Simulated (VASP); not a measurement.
# SrO (I4/mmm) in VASP: single point with PBE

Aim: the single point of SrO with PBE.

All numbers are computed with VASP 6.6.1; they aren't measurements. Logs are shortened: lines on timing, memory, paths and dates and some standing lists are left out, and cuts for length are marked.

**1. The cell of the first run**

The structure is tetragonal, space group I4/mmm (No. 139). Conventional cell: a = 3.702 Å, b = 3.702 Å, c = 4.933 Å, α = 90.00°, β = 90.00°, γ = 90.00°. Sr (site symmetry 4/mmm) has 6 O at 2.47 to 2.62 Å within 3.3 Å. O (site symmetry 4/mmm) has 6 Sr at 2.47 to 2.62 Å within 3.3 Å.

**2. Single point, PBE**

File INCAR:

```
PREC = Accurate ; ENCUT = 600
EDIFF = 1E-6 ; ISMEAR = 0
SIGMA = 0.05 ; LREAL = F
LASPH = T ; NELM = 120
ALGO = Normal ; ISIF = 2
LWAVE = F ; LCHARG = T
GGA = PE ; LELF = T
LVHAR = T ; NBANDS = 15
GGA_COMPAT = F
```

File KPOINTS:

```
regular mesh
0
Gamma
  6 6 6
```

File POSCAR:

```
SrO
1.0
    0.0000000000      2.6176260000      2.4666474433
    2.6176260000      0.0000000000      2.4666474433
    2.6176260000      2.6176260000      0.0000000000
Sr O
1 1
Direct
    0.5000000000      0.5000000000      0.5000000000
    0.0000000000      0.0000000000      0.0000000000
```

Potentials or basis: VASP PAW PBE potentials, release 64 (Sr_sv, O).

Launch:

```sh
cat potpaw_PBE.64/Sr_sv/POTCAR potpaw_PBE.64/O/POTCAR > POTCAR
mpirun -np 1 vasp_std > vasp.out
```

OUTCAR:

```text
PREC = Accurate
   ENCUT = 600
   EDIFF = 1E-6
   ISMEAR = 0
   LREAL = F
   LASPH = T
   NELM = 120
   ISIF = 2
   GGA = PE

 ion  position               nearest neighbor table
   1  0.500  0.500  0.500-   2 2.47   2 2.47   2 2.62   2 2.62   2 2.62   2 2.62
   2  0.000  0.000  0.000-   1 2.47   1 2.47   1 2.62   1 2.62   1 2.62   1 2.62

  LATTYP: Found a body centered tetragonal cell.
 ALAT       =     3.7018821904
 C/A-ratio  =     1.3326450256

  Lattice vectors:

 A1 = (   0.0000000000,  -2.6176260000,  -2.4666474433)
 A2 = (   0.0000000000,   2.6176260000,  -2.4666474433)
 A3 = (   2.6176260000,   0.0000000000,   2.4666474433)

Analysis of symmetry for initial positions (statically):
=====================================================================
 Subroutine PRICEL returns:
 Original cell was already a primitive cell.

 Routine SETGRP: Setting up the symmetry group for a
 body centered tetragonal supercell.

 Subroutine GETGRP returns: Found 16 space group operations
 (whereof 16 operations were pure point group operations)
 out of a pool of 16 trial point group operations.

The static configuration has the point symmetry D_4h.

Analysis of symmetry for dynamics (positions and initial velocities):
=====================================================================
 Subroutine PRICEL returns:
 Original cell was already a primitive cell.

 Routine SETGRP: Setting up the symmetry group for a
 body centered tetragonal supercell.

 Subroutine GETGRP returns: Found 16 space group operations
 (whereof 16 operations were pure point group operations)
 out of a pool of 16 trial point group operations.

The dynamic configuration has the point symmetry D_4h.

 Subroutine INISYM returns: Found 16 space group operations
 (whereof 16 operations are pure point group operations),
 and found     1 'primitive' translations

----------------------------------------------------------------------------------------

                                     Primitive cell

  volume of cell :      33.8028

  direct lattice vectors                    reciprocal lattice vectors
     0.000000000  2.617626000  2.466647443    -0.191012773  0.191012773  0.202704282
     2.617626000  0.000000000  2.466647443     0.191012773 -0.191012773  0.202704282
     2.617626000  2.617626000  0.000000000     0.191012773  0.191012773 -0.202704282

  length of vectors
     3.596708980  3.596708980  3.701882190     0.337728863  0.337728863  0.337728863

  position of ions in fractional coordinates (direct lattice)
     0.500000000  0.500000000  0.500000000
     0.000000000  0.000000000  0.000000000

  ion indices of the primitive-cell ions
   primitive index   ion index
                 1           1
                 2           2

----------------------------------------------------------------------------------------

 KPOINTS: regular mesh

Automatic generation of k-mesh.
 Grid dimensions read from file:
 generate k-points for:    6    6    6

 Generating k-lattice:

  Cartesian coordinates                     Fractional coordinates (reciprocal lattice)
    -0.031835462  0.031835462  0.033784047     0.166666667  0.000000000  0.000000000
     0.031835462 -0.031835462  0.033784047     0.000000000  0.166666667  0.000000000
     0.031835462  0.031835462 -0.033784047    -0.000000000 -0.000000000  0.166666667

  Length of vectors
     0.056288144  0.056288144  0.056288144

  Shift w.r.t. Gamma in fractional coordinates (k-lattice)
     0.000000000  0.000000000  0.000000000

 Subroutine IBZKPT returns following result:
 ===========================================

 Found     30 irreducible k-points:

 Following reciprocal coordinates:
            Coordinates               Weight
  0.000000  0.000000  0.000000      1.000000
  0.166667  0.000000  0.000000      8.000000
  0.333333 -0.000000  0.000000      8.000000
  0.500000 -0.000000  0.000000      4.000000
  0.166667  0.166667  0.000000      2.000000
  0.333333  0.166667  0.000000      8.000000
[... 16 lines left out ...]
  0.333333  0.000000  0.333333      4.000000
  0.500000  0.000000  0.333333     16.000000
 [... further k-points ...]
   k-points           NKPTS =     30   k-points in BZ     NKDIM =     30   number of bands    NBANDS=     15
   number of dos      NEDOS =    301   number of ions     NIONS =      2
   total plane-waves  NPLWV =  27000
   dimension x,y,z NGX =    30 NGY =   30 NGZ =   30
   dimension x,y,z NGXF=    60 NGYF=   60 NGZF=   60
   ions per type =               1   1
   NGX,Y,Z   is equivalent  to a cutoff of  13.87, 13.87, 13.47 a.u.
   NGXF,Y,Z  is equivalent  to a cutoff of  27.73, 27.73, 26.95 a.u.
 SYSTEM =  unknown system
   PREC   = accura    normal or accurate (medium, high low for compatibility)
   ISTART =      0    job   : 0-new  1-cont  2-samecut
   ICHARG =      2    charge: 1-file 2-atom 10-const
   ISPIN  =      1    spin polarized calculation?
   LNONCOLLINEAR =      F non collinear calculations
   LSORBIT =      F    spin-orbit coupling
   LASPH  =      T    aspherical Exc in radial PAW
   ENCUT  =  600.0 eV  44.10 Ry    6.64 a.u.   7.18  7.18  7.39*2*pi/ulx,y,z
   NELM   =    120;   NELMIN=  2; NELMDL= -5     # of ELM steps
   EDIFF  = 0.1E-05   stopping-criterion for ELM
   LREAL  =      F    real-space projection
   EDIFFG = 0.1E-04   stopping-criterion for IOM
   NSW    =      0    number of steps for IOM
   IBRION =     -1    ionic relax: 0-MD 1-quasi-New 2-CG
   NFREE  =      0    steps in history (QN), initial steepest desc. (CG)
   ISIF   =      2    stress and relaxation
   ISYM   =      2    0-nonsym 1-usesym 2-fastsym
   POTIM  = 0.5000    time-step for ionic-motion
   TEBEG  =    0.0;   TEEND  =   0.0 temperature during run
   PSTRESS=    0.0 pullay stress
   NELECT =      16.0000    total number of electrons
   NUPDOWN=      -1.0000    fix difference up-down
   EMIN   =  10.00;   EMAX   =-10.00  energy-range for DOS
   EFERMI =   0.00;   METHOD = LEGACY
   ISMEAR =     0;   SIGMA  =   0.05  broadening in eV -4-tet -1-fermi 0-gaus
   EFERMI_NEDOS =   21; number of points for ismear=-14 and -15
   IALGO  =     38    algorithm
   IMIX   =      4    mixing-type and parameters
     AMIX     =   0.40;   BMIX     =  1.00
     AMIX_MAG =   1.60;   BMIX_MAG =  1.00
  volume/ion in A,a.u.               =      16.90       114.06
  Fermi-wavevector in a.u.,A,eV,Ry     =   1.275843  2.410995 22.147245  1.627777
  Thomas-Fermi vector in A             =   2.408533
   LORBIT       =      0    0 simple, 1 ext, 2 COOP (PROOUT), +10 PAW based schemes
   GGA     = PE    functional components
   LHFCALC =     F    Hartree Fock is set to
   AEXX    =    0.0000 exact exchange contribution
   IVDW    =     0    specifies the selected vdW correction
   LEPSILON=     F    determine dielectric tensor
   LRPA    =     F    only Hartree local field effects (RPA)
 non-spin polarized calculation
 Gauss-broadening in eV      SIGMA  =   0.05
  energy-cutoff  :      600.00
  volume of cell :       33.80
 maximum number of plane-waves:      1153
 NGX is ok and might be reduce to    30
   NGX = 15   NGY = 15   NGZ = 15

 number of electron      15.9999998 magnetization

 Free energy of the ion-electron system (eV)
  ---------------------------------------------------
  ext. energy  EPLUGINS =         0.00000000
  ---------------------------------------------------
  free energy    TOTEN  =       -11.99935709 eV

  energy without entropy =      -11.99935709  energy(sigma->0) =      -11.99935709

 E-fermi :   2.1952     XC(G=0): -10.0457

 val. band max:        1.8586639063   @ k =   0.0000   0.0000   0.0000
 cond. band min:       4.8092000611   @ k =   0.5000   0.5000   0.0000
 fundamental gap:      2.9505361548
 Fermi energy:         2.1951995679

 k-point     1 :       0.0000    0.0000    0.0000
  band No.  band energies     occupation
      1     -30.6646      2.00000
      2     -13.4158      2.00000
      3     -12.3105      2.00000
      4     -12.3105      2.00000
      5     -12.2848      2.00000
      6       1.6141      2.00000
      7       1.6141      2.00000
      8       1.8587      2.00000
      9       5.6280      0.00000
     10       7.7901      0.00000
     11       7.7901      0.00000
     12       8.2293      0.00000
     13       9.6967      0.00000
     14      10.6326      0.00000
     15      14.4627      0.00000

 k-point     2 :       0.1667    0.0000    0.0000
  band No.  band energies     occupation
      1     -30.6294      2.00000
      2     -13.9899      2.00000
      3     -12.3443      2.00000
      4     -12.3113      2.00000
      5     -11.7980      2.00000
      6       0.9551      2.00000
      7       1.3000      2.00000
      8       1.4297      2.00000
      9       6.7672      0.00000
     10       7.7273      0.00000
     11       8.3658      0.00000
     12       8.5930      0.00000
     13      10.3812      0.00000
     14      11.3738      0.00000
     15      16.1255      0.00000

 k-point     3 :       0.3333   -0.0000    0.0000
  band No.  band energies     occupation
      1     -30.5577      2.00000
      2     -14.6946      2.00000
      3     -12.4107      2.00000
      4     -12.3363      2.00000
      5     -11.2436      2.00000
      6      -0.0677      2.00000
      7       0.7642      2.00000
      8       0.7929      2.00000
      9       7.9098      0.00000
     10       8.9254      0.00000
     11       9.7307      0.00000
     12       9.8269      0.00000
     13      11.9718      0.00000
     14      12.9315      0.00000
     15      17.5304      0.00000
[... 343 lines left out ...]
 k-point    23 :       0.3333    0.0000    0.3333
  band No.  band energies     occupation
      1     -30.5338      2.00000
      2     -14.0246      2.00000
      3     -12.5839      2.00000
      4     -12.5247      2.00000
      5     -12.2772      2.00000
      6       0.5558      2.00000
      7       1.4799      2.00000
      8       1.7660      2.00000
      9       5.5330      0.00000
     10       8.5666      0.00000
     11      11.3482      0.00000
     12      11.4107      0.00000
     13      11.5750      0.00000
     14      11.9759      0.00000
     15      18.1246      0.00000

 k-point    24 :       0.5000    0.0000    0.3333
  band No.  band energies     occupation
      1     -30.4983      2.00000
      2     -14.0954      2.00000
      3     -12.9811      2.00000
      4     -12.5644      2.00000
      5     -12.0491      2.00000
      6       0.8656      2.00000
      7       1.1433      2.00000
      8       1.4125      2.00000
      9       5.9171      0.00000
     10       9.6303      0.00000
     11      10.6578      0.00000
     12      12.0070      0.00000
     13      12.5315      0.00000
     14      13.8893      0.00000
     15      15.4242      0.00000

 [... further k-points ...]
[... 5 lines left out ...]
  --------------------------------------------------------------------------------------
  -------------------------------------------------------------------------------------
  Total        0.2919278      0.2919278      2.3561924      0.0000000     -0.0000000      0.0000000
  in kB       13.8367408     13.8367408    111.6783693      0.0000000     -0.0000000      0.0000000
  external PRESSURE =      46.4506170 kB  Pullay stress =       0.0000000 kB

 VOLUME and BASIS-vectors are now :
 -----------------------------------------------------------------------------
  energy-cutoff  :      600.00
  volume of cell :       33.80
      direct lattice vectors                 reciprocal lattice vectors
     0.000000000  2.617626000  2.466647443    -0.191012773  0.191012773  0.202704282
     2.617626000  0.000000000  2.466647443     0.191012773 -0.191012773  0.202704282
     2.617626000  2.617626000  0.000000000     0.191012773  0.191012773 -0.202704282

 POSITION                                       TOTAL-FORCE (eV/Angst)
 -----------------------------------------------------------------------------------
      2.61763      2.61763      2.46665        -0.000000      0.000000     -0.000000
      0.00000      0.00000      0.00000         0.000000      0.000000      0.000000
 -----------------------------------------------------------------------------------
    total drift:                               -0.000000      0.000000      0.000000

  FREE ENERGIE OF THE ION-ELECTRON SYSTEM (eV)
  ---------------------------------------------------
  free  energy   TOTEN  =       -11.9993570911 eV

  energy  without entropy=      -11.9993570911  energy(sigma->0) =      -11.99935709
```

Wall time 40 s (1 thread of Intel Xeon 8259CL, shared host); peak memory 0.18 GiB.

What came out:

```
Free energy            : -11.9994 eV
Pressure               : 4.6 GPa
Band gap on the k mesh : 2.95 eV, indirect (least direct gap 3.24 eV)
```

Stress tensor (GPa, compression positive):
```
 1.38  0.00  0.00
 0.00  1.38  0.00
 0.00  0.00 11.17
```

Levels at points of the mesh, in eV from the valence-band top:
```tsv
k point	band 5	band 6	band 7	band 8	band 9	band 10	band 11	band 12
(0.00, 0.00, 0.00)	-14.14	-0.24	-0.24	0.00	3.77	5.93	5.93	6.37
(0.50, 0.00, 0.00)	-12.90	-2.35	-1.34	-1.33	6.40	8.31	8.68	8.79
(0.50, 0.50, 0.00)	-14.61	-0.34	-0.34	-0.32	2.95	7.74	10.03	10.40
(0.50, 0.00, 0.50)	-14.45	-0.71	-0.34	-0.05	3.19	7.60	10.14	10.15
```

A k mesh can miss the band edges. Expect the measured gap to be larger: semilocal functionals such as PBE lack the derivative discontinuity.
